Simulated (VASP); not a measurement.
Set up this calculation in VASP 6.6.1, as the native input.

* Task: single point
* Functional: PBEsol
* Potentials or basis: VASP PAW PBE potentials, release 64 (Ag)
* Cutoff: 520 eV
* k mesh: 22 × 22 × 22
* Occupations: gaussian, width 0.15 eV
* Spin: no spin polarisation
* Dipole correction: no
* Further INCAR settings: ALGO = Fast; EDIFF = 1e-07; NBANDS = 12

The structure of Ag lies in POSCAR:

```
Ag
1.0
   -1.7023164932      1.7023164932      1.5661311738
    1.7023164932     -1.7023164932      1.5661311738
    1.7023164932      1.7023164932     -1.5661311738
Ag
1
Direct
    0.0000000000      0.0000000000      0.0000000000
```

This cell differs from its parent crystal: ratio of the length along z to the lengths across it x 0.92, volume and fractional coordinates fixed.

One way to write it, as run:

INCAR

```
PREC     = Accurate       # precision mode
ENCUT    = 520            # plane-wave cutoff, eV
EDIFF    = 1E-7           # SCF threshold, eV
ISMEAR   = 0              # smearing method
SIGMA    = 0.15           # smearing width, eV
LREAL    = F              # projectors in reciprocal space
LASPH    = T              # aspherical terms in the spheres
NELM     = 80             # most SCF steps
ALGO     = Fast           # electronic algorithm
ISIF     = 2              # what is computed and relaxed
LWAVE    = F              # write WAVECAR
LCHARG   = F              # write CHGCAR
GGA      = PS             # functional
NBANDS   = 12             # bands
```

KPOINTS

```
Automatic mesh
0
Gamma
  22 22 22
```

Potentials or basis: VASP PAW PBE potentials, release 64 (Ag).

Command:

```console
$ cat potpaw_PBE.64/Ag/POTCAR > POTCAR
$ mpirun -np 1 vasp_std > vasp.out
```

Results of the run:

- Pressure: -7.4 GPa
- Band gap on the k mesh: zero (an odd number of electrons rules out a gap without spin polarisation)

Caveat: the cell stands under tension; the PAW data sets were made with another functional, which shifts forces and pressure a little.

Run time: 100 s on 1 thread of AMD EPYC 9R45 96-Core Processor (Zen 5), on a shared host, peak memory 0.25 GiB.
